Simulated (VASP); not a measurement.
# TiO2 (R-3m) in VASP: further runs

TiO2 is run at these levels: PBEsol; tasks: single point.

All numbers are computed with VASP 6.6.1; they aren't measurements. Logs are shortened: lines on timing, memory, paths and dates and some standing lists are left out, and cuts for length are marked.

## 1. The cell of the first run

The structure is trigonal, space group R-3m (No. 166). Conventional cell: a = 2.995 Å, b = 2.995 Å, c = 20.945 Å, α = 90.00°, β = 90.00°, γ = 120.00°. Ti (site symmetry -3m) has 6 O at 1.98 Å within 2.6 Å. O (site symmetry 3m) has 3 Ti at 1.98 Å and 3 O at 2.60 Å within 2.6 Å.

## 2. Single point, PBEsol

File INCAR:

```
  PREC = Accurate
  ENCUT = 520
  EDIFF = 1E-7
  ISMEAR = 0
  SIGMA = 0.01
  LREAL = False
  LASPH = True
  NELM = 80
  ALGO = Normal
  ISIF = 2
  LWAVE = False
  LCHARG = False
  GGA = PS
  NBANDS = 19
```

File KPOINTS:

```
Automatic mesh
0
Gamma
  3 3 3
```

File POSCAR:

```
TiO2
1.0
    1.4973310000      0.8644850000      6.9815440000
   -1.4973310000      0.8644850000      6.9815440000
    0.0000000000     -1.7289690000      6.9815440000
Ti O
1 2
Direct
    0.0000000000      0.0000000000      0.0000000000
    0.6204670000      0.6204670000      0.6204670000
    0.3795330000      0.3795330000      0.3795330000
```

Potentials or basis: VASP PAW PBE potentials, release 64 (Ti_sv, O).

The run is started by

```console
cat potpaw_PBE.64/Ti_sv/POTCAR potpaw_PBE.64/O/POTCAR > POTCAR
mpirun -np 1 vasp_std > vasp.out
```

OUTCAR:

```text
PREC = Accurate
   ENCUT = 520
   EDIFF = 1E-7
   ISMEAR = 0
   LREAL = False
   LASPH = True
   NELM = 80
   ISIF = 2
   GGA = PS

 ion  position               nearest neighbor table
   1  0.000  0.000  0.000-   2 1.98   2 1.98   3 1.98   3 1.98   2 1.98   3 1.98
   2  0.620  0.620  0.620-   1 1.98   1 1.98   1 1.98
   3  0.380  0.380  0.380-   1 1.98   1 1.98   1 1.98

  LATTYP: Found a trigonal (rhomboedric) cell.
 ALAT       =     7.1924468064
 COS(alpha) =     0.9133212835

  Lattice vectors:

 A1 = (   1.4973310000,   0.8644850000,   6.9815440000)
 A2 = (  -1.4973310000,   0.8644850000,   6.9815440000)
 A3 = (   0.0000000000,  -1.7289690000,   6.9815440000)

Analysis of symmetry for initial positions (statically):
=====================================================================
 Subroutine PRICEL returns:
 Original cell was already a primitive cell.

 Routine SETGRP: Setting up the symmetry group for a
 trigonal (rhombohedral) supercell.

 Subroutine GETGRP returns: Found 12 space group operations
 (whereof 12 operations were pure point group operations)
 out of a pool of 12 trial point group operations.

The static configuration has the point symmetry D_3d.

Analysis of symmetry for dynamics (positions and initial velocities):
=====================================================================
 Subroutine PRICEL returns:
 Original cell was already a primitive cell.

 Routine SETGRP: Setting up the symmetry group for a
 trigonal (rhombohedral) supercell.

 Subroutine GETGRP returns: Found 12 space group operations
 (whereof 12 operations were pure point group operations)
 out of a pool of 12 trial point group operations.

The dynamic configuration has the point symmetry D_3d.

 Subroutine INISYM returns: Found 12 space group operations
 (whereof 12 operations are pure point group operations),
 and found     1 'primitive' translations

----------------------------------------------------------------------------------------

                                     Primitive cell

  volume of cell :      54.2223

  direct lattice vectors                    reciprocal lattice vectors
     1.497331000  0.864485000  6.981544000     0.333927502  0.192793086  0.047744921
    -1.497331000  0.864485000  6.981544000    -0.333927502  0.192793086  0.047744921
     0.000000000 -1.728969000  6.981544000     0.000000000 -0.385586172  0.047744949

  length of vectors
     7.192446806  7.192446806  7.192446762     0.388530987  0.388530987  0.388530920

  position of ions in fractional coordinates (direct lattice)
     0.000000000  0.000000000  0.000000000
     0.620467000  0.620467000  0.620467000
     0.379533000  0.379533000  0.379533000

  ion indices of the primitive-cell ions
   primitive index   ion index
                 1           1
                 2           2
                 3           3

----------------------------------------------------------------------------------------

 KPOINTS: Automatic mesh

Automatic generation of k-mesh.
 Grid dimensions read from file:
 generate k-points for:    3    3    3

 Generating k-lattice:

  Cartesian coordinates                     Fractional coordinates (reciprocal lattice)
     0.111309167  0.064264362  0.015914974     0.333333333 -0.000000000  0.000000000
    -0.111309167  0.064264362  0.015914974    -0.000000000  0.333333333  0.000000000
     0.000000000 -0.128528724  0.015914983     0.000000000  0.000000000  0.333333333

  Length of vectors
     0.129510329  0.129510329  0.129510307

  Shift w.r.t. Gamma in fractional coordinates (k-lattice)
     0.000000000  0.000000000  0.000000000

 Subroutine IBZKPT returns following result:
 ===========================================

 Found      6 irreducible k-points:

 Following reciprocal coordinates:
            Coordinates               Weight
  0.000000  0.000000  0.000000      1.000000
  0.333333  0.000000 -0.000000      6.000000
  0.333333  0.333333 -0.000000      6.000000
 -0.333333  0.333333  0.000000      6.000000
  0.333333  0.333333  0.333333      2.000000
 -0.333333  0.333333  0.333333      6.000000
   k-points           NKPTS =      6   k-points in BZ     NKDIM =      6   number of bands    NBANDS=     19
   number of dos      NEDOS =    301   number of ions     NIONS =      3
   total plane-waves  NPLWV = 157464
   dimension x,y,z NGX =    54 NGY =   54 NGZ =   54
   dimension x,y,z NGXF=   108 NGYF=  108 NGZF=  108
   ions per type =               1   2
   NGX,Y,Z   is equivalent  to a cutoff of  12.48, 12.48, 12.48 a.u.
   NGXF,Y,Z  is equivalent  to a cutoff of  24.96, 24.96, 24.96 a.u.
 SYSTEM =  unknown system
   PREC   = accura    normal or accurate (medium, high low for compatibility)
   ISTART =      0    job   : 0-new  1-cont  2-samecut
   ICHARG =      2    charge: 1-file 2-atom 10-const
   ISPIN  =      1    spin polarized calculation?
   LNONCOLLINEAR =      F non collinear calculations
   LSORBIT =      F    spin-orbit coupling
   LASPH  =      T    aspherical Exc in radial PAW
   ENCUT  =  520.0 eV  38.22 Ry    6.18 a.u.  13.37 13.37 13.37*2*pi/ulx,y,z
   NELM   =     80;   NELMIN=  2; NELMDL= -5     # of ELM steps
   EDIFF  = 0.1E-06   stopping-criterion for ELM
   LREAL  =      F    real-space projection
   EDIFFG = 0.1E-05   stopping-criterion for IOM
   NSW    =      0    number of steps for IOM
   IBRION =     -1    ionic relax: 0-MD 1-quasi-New 2-CG
   NFREE  =      0    steps in history (QN), initial steepest desc. (CG)
   ISIF   =      2    stress and relaxation
   ISYM   =      2    0-nonsym 1-usesym 2-fastsym
   POTIM  = 0.5000    time-step for ionic-motion
   TEBEG  =    0.0;   TEEND  =   0.0 temperature during run
   PSTRESS=    0.0 pullay stress
   NELECT =      24.0000    total number of electrons
   NUPDOWN=      -1.0000    fix difference up-down
   EMIN   =  10.00;   EMAX   =-10.00  energy-range for DOS
   EFERMI =   0.00;   METHOD = LEGACY
   ISMEAR =     0;   SIGMA  =   0.01  broadening in eV -4-tet -1-fermi 0-gaus
   EFERMI_NEDOS =   21; number of points for ismear=-14 and -15
   IALGO  =     38    algorithm
   IMIX   =      4    mixing-type and parameters
     AMIX     =   0.40;   BMIX     =  1.00
     AMIX_MAG =   1.60;   BMIX_MAG =  1.00
  volume/ion in A,a.u.               =      18.07       121.97
  Fermi-wavevector in a.u.,A,eV,Ry     =   1.247630  2.357680 21.178580  1.556582
  Thomas-Fermi vector in A             =   2.381754
   LORBIT       =      0    0 simple, 1 ext, 2 COOP (PROOUT), +10 PAW based schemes
   GGA     = PS    functional components
   LHFCALC =     F    Hartree Fock is set to
   AEXX    =    0.0000 exact exchange contribution
   IVDW    =     0    specifies the selected vdW correction
   LEPSILON=     F    determine dielectric tensor
   LRPA    =     F    only Hartree local field effects (RPA)
 non-spin polarized calculation
 Gauss-broadening in eV      SIGMA  =   0.01
  energy-cutoff  :      520.00
  volume of cell :       54.22
 maximum number of plane-waves:      1507
 NGX is ok and might be reduce to    54
   NGX = 27   NGY = 27   NGZ = 27

 number of electron      24.0000006 magnetization

 Free energy of the ion-electron system (eV)
  ---------------------------------------------------
  ext. energy  EPLUGINS =         0.00000000
  ---------------------------------------------------
  free energy    TOTEN  =       -27.56482282 eV

  energy without entropy =      -27.56482282  energy(sigma->0) =      -27.56482282

 E-fermi :  -1.2279     XC(G=0):  -7.7356

 val. band max:       -1.3297660462   @ k =   0.3333   0.3333   0.3333
 cond. band min:       1.4451491486   @ k =   0.0000   0.0000   0.0000
 fundamental gap:      2.7749151948
 Fermi energy:        -1.2278897205

 k-point     1 :       0.0000    0.0000    0.0000
  band No.  band energies     occupation
      1     -57.3303      2.00000
      2     -33.7157      2.00000
      3     -33.4119      2.00000
      4     -33.4118      2.00000
      5     -18.4785      2.00000
      6     -16.6941      2.00000
      7      -4.8272      2.00000
      8      -4.7846      2.00000
      9      -4.7846      2.00000
     10      -1.7794      2.00000
     11      -1.3299      2.00000
     12      -1.3299      2.00000
     13       1.4451      0.00000
     14       1.4451      0.00000
     15       3.1533      0.00000
     16       5.6726      0.00000
     17       5.6726      0.00000
     18       5.9287      0.00000
     19       9.0832      0.00000

 k-point     2 :       0.3333    0.0000   -0.0000
  band No.  band energies     occupation
      1     -57.2772      2.00000
      2     -33.8513      2.00000
      3     -33.6181      2.00000
      4     -33.4960      2.00000
      5     -17.5782      2.00000
      6     -17.0459      2.00000
      7      -5.1367      2.00000
      8      -4.1266      2.00000
      9      -4.0572      2.00000
     10      -3.1795      2.00000
     11      -2.3491      2.00000
     12      -1.3603      2.00000
     13       1.8660      0.00000
     14       2.4762      0.00000
     15       2.6989      0.00000
     16       4.7777      0.00000
     17       5.4609      0.00000
     18       8.5422      0.00000
     19      11.3260      0.00000

 k-point     3 :       0.3333    0.3333   -0.0000
  band No.  band energies     occupation
      1     -57.2772      2.00000
      2     -33.8512      2.00000
      3     -33.6181      2.00000
      4     -33.4960      2.00000
      5     -17.5783      2.00000
      6     -17.0456      2.00000
      7      -5.1386      2.00000
      8      -4.1263      2.00000
      9      -4.0571      2.00000
     10      -3.1764      2.00000
     11      -2.3492      2.00000
     12      -1.3589      2.00000
     13       1.8648      0.00000
     14       2.4761      0.00000
     15       2.7024      0.00000
     16       4.7317      0.00000
     17       5.4613      0.00000
     18       8.8594      0.00000
     19      10.4876      0.00000

 k-point     4 :      -0.3333    0.3333    0.0000
  band No.  band energies     occupation
      1     -57.2505      2.00000
      2     -33.8022      2.00000
      3     -33.8022      2.00000
      4     -33.5724      2.00000
      5     -17.1529      2.00000
      6     -17.1527      2.00000
      7      -4.6712      2.00000
      8      -4.6707      2.00000
      9      -3.9515      2.00000
     10      -2.5934      2.00000
     11      -2.5855      2.00000
     12      -2.2367      2.00000
     13       1.6484      0.00000
     14       2.7405      0.00000
     15       2.7439      0.00000
     16       5.0554      0.00000
     17       5.0585      0.00000
     18      12.2285      0.00000
     19      12.5793      0.00000

 k-point     5 :       0.3333    0.3333    0.3333
  band No.  band energies     occupation
      1     -57.3303      2.00000
      2     -33.7156      2.00000
      3     -33.4118      2.00000
      4     -33.4118      2.00000
      5     -18.4780      2.00000
      6     -16.6945      2.00000
      7      -4.8104      2.00000
      8      -4.7847      2.00000
      9      -4.7846      2.00000
     10      -1.8248      2.00000
     11      -1.3298      2.00000
     12      -1.3298      2.00000
     13       1.4452      0.00000
     14       1.4452      0.00000
     15       3.1632      0.00000
     16       5.6724      0.00000
     17       5.6724      0.00000
     18       6.4051      0.00000
     19       7.9624      0.00000

 k-point     6 :      -0.3333    0.3333    0.3333
  band No.  band energies     occupation
      1     -57.2772      2.00000
      2     -33.8512      2.00000
      3     -33.6181      2.00000
      4     -33.4960      2.00000
      5     -17.5782      2.00000
      6     -17.0460      2.00000
      7      -5.1399      2.00000
      8      -4.1280      2.00000
      9      -4.0573      2.00000
     10      -3.1652      2.00000
     11      -2.3490      2.00000
     12      -1.3677      2.00000
     13       1.8620      0.00000
     14       2.4761      0.00000
     15       2.6996      0.00000
     16       4.7466      0.00000
     17       5.4608      0.00000
     18       8.7169      0.00000
     19      10.6020      0.00000

------------------------ aborting loop because EDIFF is reached ----------------------------------------

  FORCE on cell =-STRESS in cart. coord.  units (eV):
  Direction    XX          YY          ZZ          XY          YZ          ZX
  --------------------------------------------------------------------------------------
  -------------------------------------------------------------------------------------
  Total       -1.4534890     -1.4534897     -0.8695635      0.0000000     -0.0000000      0.0000000
  in kB      -42.9481527    -42.9481737    -25.6941375      0.0000000     -0.0000012      0.0000000
  external PRESSURE =     -37.1968213 kB  Pullay stress =       0.0000000 kB

 VOLUME and BASIS-vectors are now :
 -----------------------------------------------------------------------------
  energy-cutoff  :      520.00
  volume of cell :       54.22
      direct lattice vectors                 reciprocal lattice vectors
     1.497331000  0.864485000  6.981544000     0.333927502  0.192793086  0.047744921
    -1.497331000  0.864485000  6.981544000    -0.333927502  0.192793086  0.047744921
     0.000000000 -1.728969000  6.981544000     0.000000000 -0.385586172  0.047744949

 POSITION                                       TOTAL-FORCE (eV/Angst)
 -----------------------------------------------------------------------------------
      0.00000      0.00000      0.00000         0.000000     -0.000000      0.000000
      0.00000      0.00000     12.99545        -0.000000      0.000000      0.420757
      0.00000      0.00000      7.94918        -0.000000     -0.000000     -0.420757
 -----------------------------------------------------------------------------------
    total drift:                               -0.000000      0.000000     -0.000000

  FREE ENERGIE OF THE ION-ELECTRON SYSTEM (eV)
  ---------------------------------------------------
  free  energy   TOTEN  =       -27.5648228196 eV

  energy  without entropy=      -27.5648228196  energy(sigma->0) =      -27.56482282
```

Run time: 38 s. Hardware: 1 thread of Intel Xeon Platinum 8488C (Sapphire Rapids), shared host; peak memory 0.36 GiB.

What came out:

- Free energy: -27.5648 eV
- Pressure: -3.7 GPa
- Largest force: 0.421 eV/Å
- Band gap on the k mesh: 2.77 eV, direct

Forces in eV/Å, atoms in the order of the input:
```
Ti   0.000  0.000  0.000
O    0.000  0.000  0.421
O    0.000  0.000 -0.421
```

Stress tensor (GPa, compression positive):
```
-4.29  0.00  0.00
 0.00 -4.29  0.00
 0.00  0.00 -2.57
```

Levels at points of the mesh, in eV from the valence-band top:
```tsv
k point	band 8	band 9	band 10	band 11	band 12	band 13	band 14	band 15	band 16	band 17
(0.00, 0.00, 0.00)	-3.45	-3.45	-0.45	0.00	0.00	2.77	2.77	4.48	7.00	7.00
```

Caveat: the k points lie up to 0.81 Å⁻¹ apart; the PAW data sets were made with another functional, which shifts forces and pressure a little.

## 3. Single point, PBEsol

File INCAR:

```
SYSTEM = TiO2
PREC = Accurate
ENCUT = 520
EDIFF = 1E-6
ISMEAR = 0
SIGMA = 0.01
LREAL = .False.
LASPH = .True.
NELM = 100
ALGO = Normal
ISIF = 2
LWAVE = .False.
LCHARG = .True.
GGA = PS
LELF = .True.
LVHAR = .True.
NBANDS = 19
```

File KPOINTS:

```
regular mesh
0
Gamma
  4 4 4
  0 0 0
```

POSCAR is that of step 2.

Potentials or basis: VASP PAW PBE potentials, release 64 (Ti_sv, O).

The run is started by

```console
cat potpaw_PBE.64/Ti_sv/POTCAR potpaw_PBE.64/O/POTCAR > POTCAR
mpirun -np 1 vasp_std > vasp.out
```

Run time: 71 s. Hardware: 1 thread of Intel Xeon Platinum 8488C (Sapphire Rapids), shared host; peak memory 0.37 GiB.

The run converged. Its results:

| Item | Value |
| --- | --- |
| Free energy | -27.6063 eV |
| Pressure | -3.8 GPa |
| Largest force | 0.398 eV/Å |
| Band gap on the k mesh | 2.65 eV, indirect (least direct gap 2.80 eV) |

Forces on the atoms (eV/Å):
```
Ti   0.000  0.000  0.000
O    0.000  0.000  0.398
O    0.000  0.000 -0.398
```

Stress tensor (GPa, compression positive):
```
-4.43  0.00  0.00
 0.00 -4.43  0.00
 0.00  0.00 -2.42
```

Levels at points of the mesh, in eV from the valence-band top:
| k point | band 9 | band 10 | band 11 | band 12 | band 13 | band 14 | band 15 | band 16 |
| --- | --- | --- | --- | --- | --- | --- | --- | --- |
| (0.00, 0.00, 0.00) | -3.60 | -0.59 | -0.15 | -0.15 | 2.65 | 2.65 | 4.37 | 6.87 |
| (0.50, 0.00, 0.00) | -2.54 | -1.66 | -1.18 | -0.62 | 2.91 | 3.70 | 3.77 | 6.31 |
| (0.50, 0.50, 0.00) | -2.54 | -1.66 | -1.18 | -0.61 | 2.91 | 3.70 | 3.77 | 6.30 |
| (0.50, 0.50, 0.50) | -3.60 | -0.65 | -0.15 | -0.15 | 2.65 | 2.65 | 4.38 | 6.87 |

Caveat: the k points lie up to 0.61 Å⁻¹ apart; the PAW data sets were made with another functional, which shifts forces and pressure a little. A k mesh can miss the band edges.

## 4. Single point, PBEsol

File INCAR:

```
PREC = Accurate
ENCUT = 520
EDIFF = 1E-6
ISMEAR = 0
SIGMA = 0.01
LREAL = False
LASPH = True
NELM = 100
ALGO = Normal
ISIF = 2
LWAVE = False
LCHARG = False
GGA = PS
NBANDS = 19
```

File KPOINTS:

```
regular mesh
0
Gamma
  5 5 5
```

POSCAR is that of step 3.

The run is started by

```console
cat potpaw_PBE.64/Ti_sv/POTCAR potpaw_PBE.64/O/POTCAR > POTCAR
mpirun -np 1 vasp_std > vasp.out
```

Wall time 86 s (1 thread of Intel Xeon Platinum 8488C (Sapphire Rapids), shared host); peak memory 0.37 GiB.

Results (log left out):

- Free energy: -27.6271 eV
- Pressure: -3.9 GPa
- Largest force: 0.396 eV/Å
- Band gap on the k mesh: 2.72 eV, indirect (least direct gap 2.82 eV)

Forces in eV/Å, atoms in the order of the input:
```
Ti   0.000  0.000  0.000
O    0.000  0.000  0.396
O    0.000  0.000 -0.396
```

Stress tensor (GPa, compression positive):
```
-4.57  0.00  0.00
 0.00 -4.57  0.00
 0.00  0.00 -2.41
```

Levels at points of the mesh, in eV from the valence-band top:
| k point | band 10 | band 11 | band 12 | band 13 | band 14 | band 15 |
| --- | --- | --- | --- | --- | --- | --- |
| (0.00, 0.00, 0.00) | -0.53 | -0.10 | -0.10 | 2.72 | 2.72 | 4.43 |

Caveat: the k points lie up to 0.49 Å⁻¹ apart; the PAW data sets were made with another functional, which shifts forces and pressure a little.

[end of part 1 of 3]
